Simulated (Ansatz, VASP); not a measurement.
One calculation of GaP, two programs

The input INCAR:

```
SYSTEM = GaP
PREC     = Accurate       ! precision mode
ENCUT    = 520            ! plane-wave cutoff, eV
EDIFF    = 1E-6           ! SCF threshold, eV
ISMEAR   = 0              ! smearing method
SIGMA    = 0.1            ! smearing width, eV
LREAL    = .False.        ! projectors in reciprocal space
LASPH    = .True.         ! aspherical terms in the spheres
NELM     = 60             ! most SCF steps
ALGO     = Normal         ! electronic algorithm
ISIF     = 2              ! what is computed and relaxed
LWAVE    = .False.        ! write WAVECAR
LCHARG   = .False.        ! write CHGCAR
GGA      = PE             ! functional
NBANDS   = 16             ! bands
```

Contents of KPOINTS:

```
regular mesh
0
Gamma
  16 16 16
  0 0 0
```

POSCAR

```
GaP
1.0
    0.0000000000      2.3580122323      2.3580122323
    2.3580122323      0.0000000000      2.3580122323
    2.3580122323      2.3580122323      0.0000000000
Ga P
1 1
Direct
    0.0000000000      0.0000000000      0.0000000000
    0.5000000000      0.5000000000      0.5000000000
```

Input for Ansatz:

```yaml
crystal:
  lattice:
    - [0.0, 2.3580122323, 2.3580122323]
    - [2.3580122323, 0.0, 2.3580122323]
    - [2.3580122323, 2.3580122323, 0.0]
  atoms:
    - { symbol: Ga, position: [0.0, 0.0, 0.0] }
    - { symbol: P, position: [0.5, 0.5, 0.5] }
basis:
  ecutwfc: 420
kpoints:
  mp_grid: { grid: [16, 16, 16] }
hamiltonian:
  xc: pbe
scf:
  occupations: { method: gaussian, width: 0.1 }
output:
  forces: true
  stress: true
  eigenvalues: true
```

Alike in both runs: task single point; functional PBE; k mesh 16 × 16 × 16; occupations gaussian, width 0.1 eV; no spin polarisation.

|  | VASP | Ansatz |
| --- | --- | --- |
| version | VASP 6.6.1 | Ansatz 0.2.0 |
| potentials or method | VASP PAW PBE potentials, release 64 (Ga_d, P), cutoff 520 eV | scalar-relativistic, plane waves, PAW |
| valence electrons in the cell | 18 | 18 |

|  | VASP | Ansatz | Ansatz less VASP |
| --- | --- | --- | --- |
| gap on the k mesh at the Fermi level (eV) | none | none | - |
| pressure (GPa) | 43.7 | 43.6 | -0.02 |

A gap of «none» marks a metal or a gap that the smearing closes. Both programs put the cell under a high pressure, so it lies far from rest at this level.
